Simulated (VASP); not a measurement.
# In5Sb2As3 (P1) in VASP: single point with PBE

Aim: the single point of In5Sb2As3 with PBE.

Program: VASP 6.6.1. These are calculated values, not measurements. Logs are shortened: lines on timing, memory, paths and dates and some standing lists are left out, and cuts for length are marked.

## 1. The cell of the first run

The typed cell holds 10 atoms: a = 5.399 Å, b = 6.620 Å, c = 7.348 Å, α = 92.81°, β = 90.03°, γ = 89.78°.

## 2. Single point, PBE

Input file INCAR:

```
SYSTEM = In5Sb2As3
PREC = Accurate
ENCUT = 520
EDIFF = 1E-6
ISMEAR = 0
SIGMA = 0.2
LREAL = .FALSE.
LASPH = .TRUE.
NELM = 100
ALGO = Fast
ISIF = 2
LWAVE = .FALSE.
LCHARG = .TRUE.
GGA = PE
LELF = .TRUE.
LVHAR = .TRUE.
NBANDS = 56
```

Input file KPOINTS:

```
Automatic mesh
0
G
  4 4 4
  0 0 0
```

Input file POSCAR:

```
In5Sb2As3
1.0
   -0.0114037079     -5.3990912738      0.0020776973
   -6.6202231713     -0.0110110929      0.0154620839
    0.3432494815      0.0009389371     -7.3398955197
In Sb As
5 2 3
Direct
   -0.0145149710      0.0375783296      0.9352689106
   -0.0024203523      0.6199798215      0.7674294342
   -0.0012012128      0.2285491846      0.5443835075
   -0.0092388362      0.8232356498      0.3516428954
    0.0399932421      0.4218032493      0.1534912255
    0.4947077191      0.7194997060      0.5665602696
    0.4941937915      0.9120412186      0.1361379715
    0.4933832034      0.1431868586      0.7166990143
    0.5032795486      0.2999921135      0.4034271270
    0.5018178675      0.5441338686      0.9249596443
```

Potentials or basis: VASP PAW PBE potentials, release 64 (In_d, Sb, As).

Launch:

```
> cat potpaw_PBE.64/In_d/POTCAR potpaw_PBE.64/Sb/POTCAR potpaw_PBE.64/As/POTCAR > POTCAR
> mpirun -np 1 vasp_std > vasp.out
```

OUTCAR:

```text
SYSTEM = In5Sb2As3
   PREC = Accurate
   ENCUT = 520
   EDIFF = 1E-6
   ISMEAR = 0
   LREAL = .FALSE.
   LASPH = .TRUE.
   NELM = 100
   ISIF = 2
   GGA = PE

 ion  position               nearest neighbor table
   1  0.985  0.038  0.935-   5 2.96   2 2.97   7 3.17   3 3.20   8 3.20   7 3.24   8 3.27   4 3.44

   2  0.998  0.620  0.767-  10 2.97   1 2.97   3 3.00  10 3.01   6 3.15   6 3.17   5 3.19   4 3.40

   3  0.999  0.229  0.544-   9 2.91   9 2.96   4 2.97   2 3.00   8 3.02   8 3.07   1 3.20   5 3.21

   4  0.991  0.823  0.352-   3 2.97   5 2.98   7 3.18   6 3.20   7 3.22   6 3.23   2 3.40   1 3.44

   5  0.040  0.422  0.153-   1 2.96   4 2.98  10 3.14   2 3.19   3 3.21   9 3.23  10 3.47
   6  0.495  0.719  0.567-  10 2.93   8 2.96   9 2.97   2 3.15   2 3.17   4 3.20   4 3.23   7 3.47

   7  0.494  0.912  0.136-  10 2.82   9 3.16   1 3.17   4 3.18   4 3.22   1 3.24   6 3.47
   8  0.493  0.143  0.717-   9 2.57   6 2.96   3 3.02   3 3.07   1 3.20   1 3.27
   9  0.503  0.300  0.403-   8 2.57   3 2.91   3 2.96   6 2.97   7 3.16   5 3.23
  10  0.502  0.544  0.925-   7 2.82   6 2.93   2 2.97   2 3.01   5 3.14   5 3.47

  LATTYP: Found a triclinic cell.
 ALAT       =     6.6202503848
 B/A-ratio  =     1.1099153028
 C/A-ratio  =     0.8155437337
 COS(alpha) =     0.0006108516
 COS(beta)  =     0.0037762788
 COS(gamma) =     0.0490468918

  Lattice vectors:

 A1 = (   6.6202231713,   0.0110110929,  -0.0154620839)
 A2 = (   0.3432494815,   0.0009389371,  -7.3398955197)
 A3 = (   0.0114037079,   5.3990912738,  -0.0020776973)

Analysis of symmetry for initial positions (statically):
=====================================================================
 Subroutine PRICEL returns:
 Original cell was already a primitive cell.

 Routine SETGRP: Setting up the symmetry group for a
 triclinic supercell.

 Subroutine GETGRP returns: Found  1 space group operations
 (whereof  1 operations were pure point group operations)
 out of a pool of  2 trial point group operations.

The static configuration has the point symmetry C_1 .

Analysis of symmetry for dynamics (positions and initial velocities):
=====================================================================
 Subroutine PRICEL returns:
 Original cell was already a primitive cell.

 Routine SETGRP: Setting up the symmetry group for a
 triclinic supercell.

 Subroutine GETGRP returns: Found  1 space group operations
 (whereof  1 operations were pure point group operations)
 out of a pool of  2 trial point group operations.

The dynamic configuration has the point symmetry C_1 .

 Subroutine INISYM returns: Found  1 space group operations
 (whereof  1 operations are pure point group operations),
 and found     1 'primitive' translations

----------------------------------------------------------------------------------------

                                     Primitive cell

  volume of cell :     262.3217

  direct lattice vectors                    reciprocal lattice vectors
    -0.011403708 -5.399091274  0.002077697     0.000308041 -0.185217008 -0.000009288
    -6.620223171 -0.011011093  0.015462084    -0.151069336  0.000316363 -0.007064702
     0.343249482  0.000938937 -7.339895520    -0.000318153 -0.000051763 -0.136256606

  length of vectors
     5.399103717  6.620250385  7.347917210     0.185217264  0.151234766  0.136256988

  position of ions in fractional coordinates (direct lattice)
     0.985485029  0.037578330  0.935268911
     0.997579648  0.619979822  0.767429434
     0.998798787  0.228549185  0.544383508
     0.990761164  0.823235650  0.351642895
     0.039993242  0.421803249  0.153491225
     0.494707719  0.719499706  0.566560270
     0.494193792  0.912041219  0.136137971
     0.493383203  0.143186859  0.716699014
     0.503279549  0.299992113  0.403427127
     0.501817868  0.544133869  0.924959644

  ion indices of the primitive-cell ions
   primitive index   ion index
                 1           1
                 2           2
                 3           3
                 4           4
                 5           5
                 6           6
                 7           7
                 8           8
                 9           9
                10          10

----------------------------------------------------------------------------------------

 KPOINTS: Automatic mesh

Automatic generation of k-mesh.
 Grid dimensions read from file:
 generate k-points for:    4    4    4

 Generating k-lattice:

  Cartesian coordinates                     Fractional coordinates (reciprocal lattice)
     0.000077010 -0.046304252 -0.000002322     0.250000000 -0.000000000  0.000000000
    -0.037767334  0.000079091 -0.001766175    -0.000000000  0.250000000  0.000000000
    -0.000079538 -0.000012941 -0.034064152     0.000000000  0.000000000  0.250000000

  Length of vectors
     0.046304316  0.037808691  0.034064247

  Shift w.r.t. Gamma in fractional coordinates (k-lattice)
     0.000000000  0.000000000  0.000000000

 Subroutine IBZKPT returns following result:
 ===========================================

 Found     36 irreducible k-points:

 Following reciprocal coordinates:
            Coordinates               Weight
  0.000000  0.000000  0.000000      1.000000
  0.250000  0.000000  0.000000      2.000000
  0.500000  0.000000  0.000000      1.000000
 -0.000000  0.250000  0.000000      2.000000
  0.250000  0.250000  0.000000      2.000000
  0.500000  0.250000  0.000000      2.000000
[... 16 lines left out ...]
  0.000000 -0.250000  0.250000      2.000000
  0.250000 -0.250000  0.250000      2.000000
 [... further k-points ...]
   k-points           NKPTS =     36   k-points in BZ     NKDIM =     36   number of bands    NBANDS=     56
   number of dos      NEDOS =    301   number of ions     NIONS =     10
   total plane-waves  NPLWV = 112000
   dimension x,y,z NGX =    40 NGY =   50 NGZ =   56
   dimension x,y,z NGXF=    80 NGYF=  100 NGZF=  112
   ions per type =               5   2   3
   NGX,Y,Z   is equivalent  to a cutoff of  12.32, 12.56, 12.67 a.u.
   NGXF,Y,Z  is equivalent  to a cutoff of  24.63, 25.11, 25.34 a.u.
 SYSTEM =  In5Sb2As3
   PREC   = accura    normal or accurate (medium, high low for compatibility)
   ISTART =      0    job   : 0-new  1-cont  2-samecut
   ICHARG =      2    charge: 1-file 2-atom 10-const
   ISPIN  =      1    spin polarized calculation?
   LNONCOLLINEAR =      F non collinear calculations
   LSORBIT =      F    spin-orbit coupling
   LASPH  =      T    aspherical Exc in radial PAW
   ENCUT  =  520.0 eV  38.22 Ry    6.18 a.u.  10.04 12.31 13.66*2*pi/ulx,y,z
   NELM   =    100;   NELMIN=  2; NELMDL= -5     # of ELM steps
   EDIFF  = 0.1E-05   stopping-criterion for ELM
   LREAL  =      F    real-space projection
   EDIFFG = 0.1E-04   stopping-criterion for IOM
   NSW    =      0    number of steps for IOM
   IBRION =     -1    ionic relax: 0-MD 1-quasi-New 2-CG
   NFREE  =      0    steps in history (QN), initial steepest desc. (CG)
   ISIF   =      2    stress and relaxation
   ISYM   =      2    0-nonsym 1-usesym 2-fastsym
   POTIM  = 0.5000    time-step for ionic-motion
   TEBEG  =    0.0;   TEEND  =   0.0 temperature during run
   PSTRESS=    0.0 pullay stress
   NELECT =      90.0000    total number of electrons
   NUPDOWN=      -1.0000    fix difference up-down
   EMIN   =  10.00;   EMAX   =-10.00  energy-range for DOS
   EFERMI =   0.00;   METHOD = LEGACY
   ISMEAR =     0;   SIGMA  =   0.20  broadening in eV -4-tet -1-fermi 0-gaus
   EFERMI_NEDOS =   21; number of points for ismear=-14 and -15
   IALGO  =     68    algorithm
   IMIX   =      4    mixing-type and parameters
     AMIX     =   0.40;   BMIX     =  1.00
     AMIX_MAG =   1.60;   BMIX_MAG =  1.00
  volume/ion in A,a.u.               =      26.23       177.02
  Fermi-wavevector in a.u.,A,eV,Ry     =   1.146069  2.165757 17.870914  1.313475
  Thomas-Fermi vector in A             =   2.282755
   LORBIT       =      0    0 simple, 1 ext, 2 COOP (PROOUT), +10 PAW based schemes
   GGA     = PE    functional components
   LHFCALC =     F    Hartree Fock is set to
   AEXX    =    0.0000 exact exchange contribution
   IVDW    =     0    specifies the selected vdW correction
   LEPSILON=     F    determine dielectric tensor
   LRPA    =     F    only Hartree local field effects (RPA)
 non-spin polarized calculation
 RMM-DIIS sequential band-by-band and
 Gauss-broadening in eV      SIGMA  =   0.20
  energy-cutoff  :      520.00
  volume of cell :      262.32
 maximum number of plane-waves:      7101
   NGX = 21   NGY = 25   NGZ = 27

 number of electron      90.0000005 magnetization

 Free energy of the ion-electron system (eV)
  ---------------------------------------------------
  ext. energy  EPLUGINS =         0.00000000
  ---------------------------------------------------
  free energy    TOTEN  =       -34.25023084 eV

  energy without entropy =      -34.16917986  energy(sigma->0) =      -34.20970535

 E-fermi :   6.4145     XC(G=0):  -9.9070

 val. band max:        6.4092916814   @ k =   0.5000   0.5000   0.0000
 cond. band min:       6.4152820334   @ k =  -0.0000   0.2500   0.2500
 fundamental gap:      0.0059903519
 Fermi energy:         6.4145040069

 k-point     1 :       0.0000    0.0000    0.0000
  band No.  band energies     occupation
      1      -8.5408      2.00000
      2      -8.3147      2.00000
      3      -8.2578      2.00000
      4      -8.2503      2.00000
      5      -8.2133      2.00000
      6      -8.1926      2.00000
[... 48 lines left out ...]
     55       8.8269      0.00000
     56      10.2702      0.00000

 k-point     2 :       0.2500    0.0000    0.0000
  band No.  band energies     occupation
      1      -8.5361      2.00000
      2      -8.2936      2.00000
      3      -8.2545      2.00000
      4      -8.2488      2.00000
      5      -8.2239      2.00000
      6      -8.2009      2.00000
[... 1291 lines left out ...]
  band No.  band energies     occupation
      1      -8.4969      2.00000
      2      -8.3280      2.00000
      3      -8.2822      2.00000
      4      -8.2645      2.00000
      5      -8.2363      2.00000
      6      -8.2200      2.00000
[... 48 lines left out ...]
     55       9.8023      0.00000
     56      10.0793      0.00000

 [... further k-points ...]

------------------------ aborting loop because EDIFF is reached ----------------------------------------

  FORCE on cell =-STRESS in cart. coord.  units (eV):
  Direction    XX          YY          ZZ          XY          YZ          ZX
  --------------------------------------------------------------------------------------
  -------------------------------------------------------------------------------------
  Total       -0.0397564     -0.0854207      0.0327585     -0.0039191     -0.0258567     -0.0237329
  in kB       -0.2428191     -0.5217223      0.2000785     -0.0239368     -0.1579244     -0.1449532
  external PRESSURE =      -0.1881543 kB  Pullay stress =       0.0000000 kB

 VOLUME and BASIS-vectors are now :
 -----------------------------------------------------------------------------
  energy-cutoff  :      520.00
  volume of cell :      262.32
      direct lattice vectors                 reciprocal lattice vectors
    -0.011403708 -5.399091274  0.002077697     0.000308041 -0.185217008 -0.000009288
    -6.620223171 -0.011011093  0.015462084    -0.151069336  0.000316363 -0.007064702
     0.343249482  0.000938937 -7.339895520    -0.000318153 -0.000051763 -0.136256606

 POSITION                                       TOTAL-FORCE (eV/Angst)
 -----------------------------------------------------------------------------------
      0.06102     -5.32026     -6.86215        -0.003246      0.003345     -0.005388
     -3.85236     -5.39213     -5.62119        -0.000635     -0.004084     -0.000387
     -1.33758     -5.39461     -3.99011         0.000667      0.003782      0.002740
     -5.34060     -5.35794     -2.56623         0.002709     -0.001494      0.001782
     -2.74020     -0.22043     -1.12000         0.002842     -0.000349     -0.007742
     -4.57442     -2.67836     -4.14634        -0.004391      0.003110      0.015088
     -5.99682     -2.67811     -0.98411         0.000986     -0.001227     -0.019840
     -0.70755     -2.66472     -5.25726         0.012532     -0.004457     -0.026650
     -1.85328     -2.72018     -2.95543        -0.018712      0.000289      0.037143
     -3.29052     -2.71448     -6.77965         0.007248      0.001086      0.003255
 -----------------------------------------------------------------------------------
    total drift:                                0.000236      0.001501      0.000292

  FREE ENERGIE OF THE ION-ELECTRON SYSTEM (eV)
  ---------------------------------------------------
  free  energy   TOTEN  =       -34.2502308356 eV

  energy  without entropy=      -34.1691798600  energy(sigma->0) =      -34.20970535
```

Run time: 23 min. Hardware: 1 thread of Oxide Virtual Turin-like, shared host; peak memory 0.57 GiB.

Results:

```
Free energy            : -34.2502 eV
Pressure               : 0.0 GPa
Largest force          : 0.042 eV/Å
Band gap on the k mesh : zero (bands 45 and 46 overlap by 1.19 eV)
```

Forces in eV/Å, atoms in the order of the input:
```
In  -0.003  0.003 -0.005
In  -0.001 -0.004  0.000
In   0.001  0.004  0.003
In   0.003 -0.001  0.002
In   0.003  0.000 -0.008
Sb  -0.004  0.003  0.015
Sb   0.001 -0.001 -0.020
As   0.013 -0.004 -0.027
As  -0.019  0.000  0.037
As   0.007  0.001  0.003
```

Caveat: spin-orbit coupling is left out, which moves the levels of the heavy elements.
